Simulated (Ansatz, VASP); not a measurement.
**One calculation of InSb, two programs**

```
In Sb
1.0
     0.00000    3.23910    3.23910
     3.23910    0.00000    3.23910
     3.23910    3.23910    0.00000
In Sb
1 1
Direct
  0.00000 0.00000 0.00000
  0.75000 0.75000 0.75000
```

Alike in both runs: task relaxation of cell and atoms; functional LDA; k mesh 12 × 12 × 12; occupations gaussian, width 0.1 eV; no spin polarisation.

```csv
,VASP,Ansatz
version,VASP 6.6.1,Ansatz 0.2.0
potentials or method,"VASP PAW LDA potentials, release 64 (In_d, Sb), cutoff 600 eV","scalar-relativistic, plane waves, PAW"
valence electrons in the cell,18,28
```

Ansatz gave:

| Item | Value |
| --- | --- |
| gap on the k mesh at the Fermi level, each at its own relaxed structure (eV) | none |
| relaxed volume (Å³/atom) | 33.54 |
| relaxed cell length with the largest relative difference (Å) | 4.561 |

Question: What did VASP give for the same quantities?

Answer: gap on the k mesh at the Fermi level, each at its own relaxed structure (eV): none; relaxed volume (Å³/atom): 33.62; relaxed cell length with the largest relative difference (Å): 4.564.

LDA's correlation is that of Perdew and Zunger in VASP and of Perdew and Wang (1992) in Ansatz. A gap of «none» marks a metal or a gap that the smearing closes. VASP's potentials hold 18 valence electrons a cell and Ansatz's 28, so a difference there can come from the potentials and not from the codes.

Neither program's run includes spin-orbit coupling.
